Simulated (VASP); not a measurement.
Runs of VASP 6.6.1 on TiSi2. The structure is that of space group Fd-3m (No. 227), or close to it. The cells are those of the table. 

```tsv
task	cell	k mesh	cutoff (eV)	gap on the mesh (eV)	pressure (GPa)	relaxed volume (Å³/atom)
relaxation of cell and atoms	relaxed from a = 4.891 Å, angles 60.0°, 6 atoms	10 × 10 × 10	600	none	0.0	13.82
single point	a = 4.891 Å, angles 60.0°, 6 atoms	4 × 4 × 4	520	none	0.0	-
relaxation of cell and atoms	relaxed from a = 4.945 Å, angles 60.0°, 6 atoms	4 × 4 × 4	600	none	0.0	13.79
single point	a = 4.945 Å, angles 60.0°, 6 atoms	4 × 4 × 4	520	none	-4.3	-
single point	a = 4.896 Å, angles 60.0°, 6 atoms	10 × 10 × 10	520	none	(a)	-
```

Alike in all rows: level PBE; potentials or basis VASP PAW PBE potentials, release 64 (Ti_sv, Si); no spin polarisation; smearing gaussian 0.1 eV.

Question: Fill in the values left out.

Answer: (a) -0.1.

Caveats: some runs use coarse meshes.

A gap of «none» marks levels without a gap at the run's occupations.
